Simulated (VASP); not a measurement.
# CdSe (R3m) in VASP: notebook

CdSe is run at these levels: PBE; tasks: single point.

All numbers are computed with VASP 6.6.1; they aren't measurements. Logs are shortened: lines on timing, memory, paths and dates and some standing lists are left out, and cuts for length are marked.

## Step 1: The cell of the first run

It takes space group R3m (No. 160, trigonal). The conventional cell has a = 4.718 Å, b = 4.718 Å, c = 10.244 Å, α = 90.00°, β = 90.00°, γ = 120.00°. Within 3.4 Å of Cd (site symmetry 3m) lie 4 Se at 2.56 to 2.85 Å. Within 3.4 Å of Se (site symmetry 3m) lie 4 Cd at 2.56 to 2.85 Å.

## Step 2: Single point, PBE

File INCAR:

```
SYSTEM = CdSe
PREC = Accurate
ENCUT = 520
EDIFF = 1E-6
ISMEAR = 0
SIGMA = 0.05
LREAL = .False.
LASPH = .True.
NELM = 100
ALGO = Normal
ISIF = 2
LWAVE = .False.
LCHARG = .False.
GGA = PE
NBANDS = 16
```

File KPOINTS:

```
Automatic mesh
0
Gamma
  10 10 10
  0 0 0
```

File POSCAR:

```
CdSe
1.0
    0.0000000000      3.3363215282      3.3363215282
    3.3363215282      0.0000000000      3.3363215282
    3.0836507778      3.0836507778      0.2526707504
Cd Se
1 1
Direct
    0.0000000000      0.0000000000      0.0000000000
    0.7500000000      0.7500000000      0.7500000000
```

Potentials or basis: VASP PAW PBE potentials, release 64 (Cd, Se).

On the command line:

```console
$ cat potpaw_PBE.64/Cd/POTCAR potpaw_PBE.64/Se/POTCAR > POTCAR
$ mpirun -np 1 vasp_std > vasp.out
```

OUTCAR:

```text
SYSTEM = CdSe
   PREC = Accurate
   ENCUT = 520
   EDIFF = 1E-6
   ISMEAR = 0
   LREAL = .False.
   LASPH = .True.
   NELM = 100
   ISIF = 2
   GGA = PE

 ion  position               nearest neighbor table
   1  0.000  0.000  0.000-   2 2.56   2 2.85   2 2.85   2 2.85
   2  0.750  0.750  0.750-   1 2.56   1 2.85   1 2.85   1 2.85

  LATTYP: Found a trigonal (rhomboedric) cell.
 ALAT       =     4.3682544279
 COS(alpha) =     0.4166624355

  Lattice vectors:

 A1 = (   3.0836507778,  -0.2526707504,  -3.0836507778)
 A2 = (  -0.2526707504,   3.0836507778,  -3.0836507778)
 A3 = (   3.0836507778,   3.0836507778,   0.2526707504)

Analysis of symmetry for initial positions (statically):
=====================================================================
 Subroutine PRICEL returns:
 Original cell was already a primitive cell.

 Routine SETGRP: Setting up the symmetry group for a
 trigonal (rhombohedral) supercell.

 Subroutine GETGRP returns: Found  6 space group operations
 (whereof  6 operations were pure point group operations)
 out of a pool of 12 trial point group operations.

The static configuration has the point symmetry C_3v.

Analysis of symmetry for dynamics (positions and initial velocities):
=====================================================================
 Subroutine PRICEL returns:
 Original cell was already a primitive cell.

 Routine SETGRP: Setting up the symmetry group for a
 trigonal (rhombohedral) supercell.

 Subroutine GETGRP returns: Found  6 space group operations
 (whereof  6 operations were pure point group operations)
 out of a pool of 12 trial point group operations.

The dynamic configuration has the point symmetry C_3v.

 Subroutine INISYM returns: Found  6 space group operations
 (whereof  6 operations are pure point group operations),
 and found     1 'primitive' translations

----------------------------------------------------------------------------------------

                                     Primitive cell

  volume of cell :      65.8360

  direct lattice vectors                    reciprocal lattice vectors
     0.000000000  3.336321528  3.336321528    -0.156267855  0.143463449  0.156267855
     3.336321528  0.000000000  3.336321528     0.143463449 -0.156267855  0.156267855
     3.083650778  3.083650778  0.252670750     0.169072260  0.169072260 -0.169072260

  length of vectors
     4.718271154  4.718271154  4.368254428     0.263478739  0.263478739  0.292841745

  position of ions in fractional coordinates (direct lattice)
     0.000000000  0.000000000  0.000000000
     0.750000000  0.750000000  0.750000000

  ion indices of the primitive-cell ions
   primitive index   ion index
                 1           1
                 2           2

----------------------------------------------------------------------------------------

 KPOINTS: Automatic mesh

Automatic generation of k-mesh.
 Grid dimensions read from file:
 generate k-points for:   10   10   10

 Generating k-lattice:

  Cartesian coordinates                     Fractional coordinates (reciprocal lattice)
    -0.015626785  0.014346345  0.015626785     0.100000000  0.000000000 -0.000000000
     0.014346345 -0.015626785  0.015626785     0.000000000  0.100000000 -0.000000000
     0.016907226  0.016907226 -0.016907226     0.000000000  0.000000000  0.100000000

  Length of vectors
     0.026347874  0.026347874  0.029284175

  Shift w.r.t. Gamma in fractional coordinates (k-lattice)
     0.000000000  0.000000000  0.000000000

 Subroutine IBZKPT returns following result:
 ===========================================

 Found    116 irreducible k-points:

 Following reciprocal coordinates:
            Coordinates               Weight
  0.000000  0.000000  0.000000      1.000000
  0.100000  0.000000 -0.000000      6.000000
  0.200000  0.000000 -0.000000      6.000000
  0.300000  0.000000 -0.000000      6.000000
  0.400000  0.000000  0.000000      6.000000
  0.500000  0.000000 -0.000000      3.000000
[... 16 lines left out ...]
  0.300000  0.300000  0.000000      6.000000
  0.400000  0.300000  0.000000     12.000000
 [... further k-points ...]
   k-points           NKPTS =    116   k-points in BZ     NKDIM =    116   number of bands    NBANDS=     16
   number of dos      NEDOS =    301   number of ions     NIONS =      2
   total plane-waves  NPLWV =  41472
   dimension x,y,z NGX =    36 NGY =   36 NGZ =   32
   dimension x,y,z NGXF=    72 NGYF=   72 NGZF=   64
   ions per type =               1   1
   NGX,Y,Z   is equivalent  to a cutoff of  12.68, 12.68, 12.18 a.u.
   NGXF,Y,Z  is equivalent  to a cutoff of  25.37, 25.37, 24.36 a.u.
 SYSTEM =  CdSe
   PREC   = accura    normal or accurate (medium, high low for compatibility)
   ISTART =      0    job   : 0-new  1-cont  2-samecut
   ICHARG =      2    charge: 1-file 2-atom 10-const
   ISPIN  =      1    spin polarized calculation?
   LNONCOLLINEAR =      F non collinear calculations
   LSORBIT =      F    spin-orbit coupling
   LASPH  =      T    aspherical Exc in radial PAW
   ENCUT  =  520.0 eV  38.22 Ry    6.18 a.u.   8.77  8.77  8.12*2*pi/ulx,y,z
   NELM   =    100;   NELMIN=  2; NELMDL= -5     # of ELM steps
   EDIFF  = 0.1E-05   stopping-criterion for ELM
   LREAL  =      F    real-space projection
   EDIFFG = 0.1E-04   stopping-criterion for IOM
   NSW    =      0    number of steps for IOM
   IBRION =     -1    ionic relax: 0-MD 1-quasi-New 2-CG
   NFREE  =      0    steps in history (QN), initial steepest desc. (CG)
   ISIF   =      2    stress and relaxation
   ISYM   =      2    0-nonsym 1-usesym 2-fastsym
   POTIM  = 0.5000    time-step for ionic-motion
   TEBEG  =    0.0;   TEEND  =   0.0 temperature during run
   PSTRESS=    0.0 pullay stress
   NELECT =      18.0000    total number of electrons
   NUPDOWN=      -1.0000    fix difference up-down
   EMIN   =  10.00;   EMAX   =-10.00  energy-range for DOS
   EFERMI =   0.00;   METHOD = LEGACY
   ISMEAR =     0;   SIGMA  =   0.05  broadening in eV -4-tet -1-fermi 0-gaus
   EFERMI_NEDOS =   21; number of points for ismear=-14 and -15
   IALGO  =     38    algorithm
   IMIX   =      4    mixing-type and parameters
     AMIX     =   0.40;   BMIX     =  1.00
     AMIX_MAG =   1.60;   BMIX_MAG =  1.00
  volume/ion in A,a.u.               =      32.92       222.14
  Fermi-wavevector in a.u.,A,eV,Ry     =   1.062538  2.007906 15.360804  1.128987
  Thomas-Fermi vector in A             =   2.197992
   LORBIT       =      0    0 simple, 1 ext, 2 COOP (PROOUT), +10 PAW based schemes
   GGA     = PE    functional components
   LHFCALC =     F    Hartree Fock is set to
   AEXX    =    0.0000 exact exchange contribution
   IVDW    =     0    specifies the selected vdW correction
   LEPSILON=     F    determine dielectric tensor
   LRPA    =     F    only Hartree local field effects (RPA)
 non-spin polarized calculation
 Gauss-broadening in eV      SIGMA  =   0.05
  energy-cutoff  :      520.00
  volume of cell :       65.84
 maximum number of plane-waves:      1812
   NGX = 17   NGY = 17   NGZ = 17

 number of electron      18.0000002 magnetization

 Free energy of the ion-electron system (eV)
  ---------------------------------------------------
  ext. energy  EPLUGINS =         0.00000000
  ---------------------------------------------------
  free energy    TOTEN  =        -5.31310120 eV

  energy without entropy =       -5.31310120  energy(sigma->0) =       -5.31310120

 E-fermi :   0.0981     XC(G=0):  -8.1870

 val. band max:       -0.1804742393   @ k =   0.1000   0.0000  -0.0000
 cond. band min:       0.3184632842   @ k =   0.0000   0.0000   0.0000
 fundamental gap:      0.4989375235
 Fermi energy:         0.0980792980

 k-point     1 :       0.0000    0.0000    0.0000
  band No.  band energies     occupation
      1     -12.0617      2.00000
      2      -7.8079      2.00000
      3      -7.7231      2.00000
      4      -7.7231      2.00000
      5      -7.5081      2.00000
      6      -7.5081      2.00000
[... 8 lines left out ...]
     15      10.6482      0.00000
     16      10.6482      0.00000

 k-point     2 :       0.1000    0.0000   -0.0000
  band No.  band energies     occupation
      1     -12.0402      2.00000
      2      -7.7998      2.00000
      3      -7.7190      2.00000
      4      -7.7008      2.00000
      5      -7.5083      2.00000
      6      -7.5070      2.00000
[... 8 lines left out ...]
     15      10.0129      0.00000
     16      10.5088      0.00000

 k-point     3 :       0.2000    0.0000   -0.0000
  band No.  band energies     occupation
      1     -11.9836      2.00000
      2      -7.7792      2.00000
      3      -7.7094      2.00000
      4      -7.6335      2.00000
      5      -7.5078      2.00000
      6      -7.5019      2.00000
[... 8 lines left out ...]
     15       9.7153      0.00000
     16      10.3433      0.00000

 k-point     4 :       0.3000    0.0000   -0.0000
  band No.  band energies     occupation
      1     -11.9130      2.00000
      2      -7.7560      2.00000
      3      -7.6998      2.00000
      4      -7.5400      2.00000
      5      -7.5047      2.00000
      6      -7.4774      2.00000
[... 8 lines left out ...]
     15       9.6706      0.00000
     16      10.4045      0.00000
[... 324 lines left out ...]
 k-point    22 :      -0.2000    0.2000    0.0000
  band No.  band energies     occupation
      1     -11.8933      2.00000
      2      -7.7530      2.00000
      3      -7.6771      2.00000
      4      -7.5549      2.00000
      5      -7.5028      2.00000
      6      -7.4475      2.00000
[... 8 lines left out ...]
     15      10.5517      0.00000
     16      11.3626      0.00000

 k-point    23 :       0.3000    0.3000    0.0000
  band No.  band energies     occupation
      1     -11.8444      2.00000
      2      -7.6914      2.00000
      3      -7.6104      2.00000
      4      -7.6019      2.00000
      5      -7.4909      2.00000
      6      -7.4559      2.00000
[... 8 lines left out ...]
     15      11.2679      0.00000
     16      12.5415      0.00000

 k-point    24 :       0.4000    0.3000    0.0000
  band No.  band energies     occupation
      1     -11.7974      2.00000
      2      -7.6717      2.00000
      3      -7.6216      2.00000
      4      -7.5643      2.00000
      5      -7.4879      2.00000
      6      -7.3773      2.00000
[... 8 lines left out ...]
     15      11.4477      0.00000
     16      12.3715      0.00000

 [... further k-points ...]
[... 5 lines left out ...]
  --------------------------------------------------------------------------------------
  -------------------------------------------------------------------------------------
  Total       -1.0052849     -1.0052849     -1.0052849      1.0469992     -1.0469992     -1.0469992
  in kB      -24.4644984    -24.4644984    -24.4644984     25.4796511    -25.4796511    -25.4796511
  external PRESSURE =     -24.4644984 kB  Pullay stress =       0.0000000 kB

 VOLUME and BASIS-vectors are now :
 -----------------------------------------------------------------------------
  energy-cutoff  :      520.00
  volume of cell :       65.84
      direct lattice vectors                 reciprocal lattice vectors
     0.000000000  3.336321528  3.336321528    -0.156267855  0.143463449  0.156267855
     3.336321528  0.000000000  3.336321528     0.143463449 -0.156267855  0.156267855
     3.083650778  3.083650778  0.252670750     0.169072260  0.169072260 -0.169072260

 POSITION                                       TOTAL-FORCE (eV/Angst)
 -----------------------------------------------------------------------------------
      0.00000      0.00000      0.00000        -0.382068     -0.382068      0.382068
      4.81498      4.81498      5.19399         0.382068      0.382068     -0.382068
 -----------------------------------------------------------------------------------
    total drift:                               -0.000214     -0.000214      0.000212

  FREE ENERGIE OF THE ION-ELECTRON SYSTEM (eV)
  ---------------------------------------------------
  free  energy   TOTEN  =        -5.3131011956 eV

  energy  without entropy=       -5.3131011956  energy(sigma->0) =       -5.31310120
```

It took 2.3 min on 1 thread of AMD EPYC 7R13 (Zen 3), shared host; peak memory 0.25 GiB.

What came out:

* Free energy: -5.3131 eV
* Pressure: -2.4 GPa
* Largest force: 0.662 eV/Å
* Band gap on the k mesh: 0.50 eV, indirect (least direct gap 0.54 eV)

Forces on the atoms (eV/Å):
```
Cd  -0.382 -0.382  0.382
Se   0.382  0.382 -0.382
```

(Part 1 of 2 ends here.)
